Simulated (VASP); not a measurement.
Runs of VASP 6.6.1 on SnTe. The structure is that of space group P4/mmm (No. 123), or close to it. The cells are those of the table. The cell was generated, and may not be a known phase.

```csv
task,cell,k mesh,cutoff (eV),gap on the mesh (eV),pressure (GPa),relaxed volume (Å³/atom)
single point,"a = 5.097, b = 5.097, c = 2.658 Å, 2 atoms",4 × 4 × 6,520,none,4.8,-
relaxation of cell and atoms,"relaxed from a = 5.097, b = 5.097, c = 2.658 Å, 2 atoms",4 × 4 × 6,600,none,0.0,(a)
single point,"a = 4.135, b = 4.135, c = 3.468 Å, 2 atoms",4 × 4 × 6,520,none,0.0,-
relaxation of cell and atoms,"relaxed from a = 4.135, b = 4.135, c = 3.468 Å, 2 atoms",14 × 14 × 16,600,none,0.0,29.41
```

Alike in all rows: level PBE; potentials or basis VASP PAW PBE potentials, release 64 (Sn_d, Te); no spin polarisation; smearing gaussian 0.1 eV.

Q: Fill in the values left out.

A: (a) 29.66.

Caveats: some runs use coarse meshes; spin-orbit coupling is left out, which moves the levels of the heavy elements; a cell axis changed by over 15 % at a fixed basis, so the end point is rough (at least some runs).

A k mesh can miss the band edges, and the runs leave out spin-orbit coupling on Sn, Te.

A gap of «none» marks levels without a gap at the run's occupations.
